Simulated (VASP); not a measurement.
Wanted: the native input for a VASP 6.6.1 run.

```
Task                   : relaxation of cell and atoms
Functional             : PBE
Potentials or basis    : VASP PAW PBE potentials, release 64 (Ti_sv, Nb_sv, C)
Cutoff                 : 600 eV
k mesh                 : 6 × 6 × 4
Occupations            : gaussian, width 0.1 eV
Spin                   : no spin polarisation
Dipole correction      : no
Further INCAR settings : ALGO = Normal; EDIFF = 1e-07; IBRION = 2; EDIFFG = -0.04; NSW = 90; ISIF = 3
```

The structure of Ti2NbC3 lies in POSCAR:

```
Ti2NbC3
1.0
    4.9917553600      0.0000000000      0.0000000000
   -2.4958776800      4.3229869500      0.0000000000
    0.0000000000      0.0000000000      3.8824631300
Ti Nb C
2 1 3
Direct
    0.6666666700      0.3333333300      0.0000000000
    0.3333333300      0.6666666700      0.0000000000
    0.0000000000      0.0000000000      0.0000000000
    0.5000000000      0.0000000000      0.5000000000
    0.5000000000      0.5000000000      0.5000000000
    0.0000000000      0.5000000000      0.5000000000
```

These files were run (other wordings do the same):

INCAR

```
  ALGO = Normal
  EDIFF = 1E-7
  EDIFFG = -0.04
  ENCUT = 600
  GGA = PE
  IBRION = 2
  ISIF = 3
  ISMEAR = 0
  LASPH = T
  LCHARG = F
  LREAL = F
  LWAVE = F
  NELM = 80
  NSW = 90
  PREC = Accurate
  SIGMA = 0.1
```

KPOINTS

```
k-points
0
Gamma
  6 6 4
```

Potentials or basis: VASP PAW PBE potentials, release 64 (Ti_sv, Nb_sv, C).

Run with:

```bash
$ cat potpaw_PBE.64/Ti_sv/POTCAR potpaw_PBE.64/Nb_sv/POTCAR potpaw_PBE.64/C/POTCAR > POTCAR
$ mpirun -np 1 vasp_std > vasp.out
```

It gave:

* Relaxed volume: 11.52 Å³/atom
* Relaxed cell: a = 5.202 Å, b = 5.202 Å, c = 2.948 Å, α = 90.00°, β = 90.00°, γ = 120.00°
* Space group after relaxing (to 0.05 Å): P6/mmm (No. 191)
* Energy gained by relaxing: 727.8 meV/atom
* Ionic steps: 10
* Pressure after relaxing: 0.0 GPa

Caveat: the k points lie up to 0.53 Å⁻¹ apart in the final cell; the volume moved by over 15 % at a fixed basis, so the end points are rough.

It took 5.9 min on 1 thread of Intel(R) Xeon(R) 6975P-C (Granite Rapids) (shared host), peak memory 0.27 GiB.
